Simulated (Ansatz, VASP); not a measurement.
**Ta2C: VASP beside Ansatz**

```
Ta C
1.0
     2.86135    0.00000    0.00000
    -1.43068    2.47800    0.00000
     0.00000    0.00000    4.94230
Ta C
2 1
Direct
  0.33333 0.66667 0.25356
  0.66667 0.33333 0.74644
  0.00000 0.00000 0.00000
```

Change from the starting cell: strain -0.080 along x and y, +0.000 along z, atoms carried along.

Alike in both runs: task single point; functional r2SCAN; k mesh 18 × 18 × 10; occupations gaussian, width 0.15 eV; no spin polarisation.

|  | VASP | Ansatz |
| --- | --- | --- |
| version | VASP 6.6.1 | Ansatz 0.2.0 |
| potentials or method | VASP PAW PBE potentials, release 64 (Ta_pv, C), cutoff 520 eV | scalar-relativistic, plane waves, PAW |
| valence electrons in the cell | 26 | 30 |

```csv
,VASP,Ansatz,Ansatz less VASP
gap on the k mesh at the Fermi level (eV),none,none,-
pressure (GPa),69.0,67.2,-1.86
"traceless stress, the component that is largest in VASP (GPa)",-28.16,-28.09,+0.063
rms of the force components (eV/Å),0.770,0.734,-0.0360
```

VASP's potentials were made for PBE, not for r2SCAN. Atom by atom the forces differ by 0.036 eV/Å (rms over components). A gap of «none» marks a metal or a gap that the smearing closes. Both programs put the cell under a high pressure, so it lies far from rest at this level. VASP's potentials hold 26 valence electrons a cell and Ansatz's 30, so a difference there can come from the potentials and not from the codes.

Neither program's run includes spin-orbit coupling. Noted on VASP's run: the cell as given lies far from equilibrium.
